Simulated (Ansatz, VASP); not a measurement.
**ScNb2O3: VASP beside Ansatz**

```
Sc Nb O
1.0
     4.09705    0.00000    0.00000
     0.93316    3.99596    0.00000
     1.73711    1.48086    8.46680
Sc Nb O
2 4 6
Direct
  0.02105 0.99084 0.00449
  0.98640 0.01061 0.50333
  0.33618 0.32930 0.17186
  0.33339 0.33462 0.67125
  0.65912 0.67173 0.31875
  0.67426 0.66376 0.82649
  0.13486 0.83856 0.28046
  0.83251 0.14652 0.78501
  0.54055 0.82103 0.05099
  0.47306 0.18435 0.42412
  0.18794 0.48321 0.92206
  0.82069 0.52546 0.54118
```

Change from the starting cell: the structure that the rattled cell fell into.

Alike in both runs: task single point; functional PBE; k mesh 4 × 4 × 2; occupations gaussian, width 0.1 eV; no spin polarisation.

|  | VASP | Ansatz |
| --- | --- | --- |
| version | VASP 6.6.1 | Ansatz 0.2.0 |
| potentials or method | VASP PAW PBE potentials, release 64 (Sc_sv, Nb_sv, O), cutoff 520 eV | scalar-relativistic, plane waves, PAW |
| valence electrons in the cell | 110 | 110 |

```tsv
	VASP	Ansatz	Ansatz less VASP
gap on the k mesh at the Fermi level (eV)	none	none	-
pressure (GPa)	0.0	-0.2	-0.17
traceless stress, the component that is largest in VASP (GPa)	0.58	0.66	+0.071
rms of the force components (eV/Å)	0.070	0.069	-0.0006
```

Atom by atom the forces differ by 0.018 eV/Å (rms over components). A gap of «none» marks a metal or a gap that the smearing closes.

The k mesh is coarse, so the values compare programs but aren't converged.
